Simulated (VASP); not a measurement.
Crystal: CuO (Tenorite).

```
CELL_PARAMETERS angstrom
2.33329 -1.69959 0.00000
2.35041 1.72301 0.00000
-0.85003 -0.00425 5.05787
ATOMIC_POSITIONS crystal
Cu 0.50000 0.00000 0.50000
Cu 0.00000 0.50000 0.00000
O 0.41840 0.58160 0.75000
O 0.58160 0.41840 0.25000
```

```yaml
Program: VASP 6.6.1
Task: relaxation of the atoms
Functional: PBE
Potentials_or_basis: VASP PAW PBE potentials, release 64 (Cu, O)
Cutoff: 520 eV
k_mesh: 8 × 8 × 5
Occupations: fermi-dirac, width 0.05 eV
Spin: no spin polarisation
```

At the start: pressure 6.4 GPa; volume 10.13 Å³/atom.

**Question.** Where does the relaxation end?

**Answer.** Over 5 steps the energy falls by 2.4 meV/atom; space group C2/c (No. 15, to 0.05 Å).

The path:
```tsv
step	energy change (eV)	largest force (eV/Å)	pressure (GPa)
1	0.0000	0.2229	6.42
2	-0.0042	0.1676	6.71
3	-0.0093	0.0508	7.47
4	-0.0094	0.0521	7.57
5	-0.0096	0.0072	7.62
```

Final structure:
```
Cu O
1.0
     2.33329   -1.69959    0.00000
     2.35041    1.72301    0.00000
    -0.85003   -0.00425    5.05787
Cu O
2 2
Cartesian
  0.7416 -0.8519 2.5289
  1.1752 0.8615 0.0000
  1.7033 0.2455 3.7912
  2.1304 -0.2264 1.2667
```
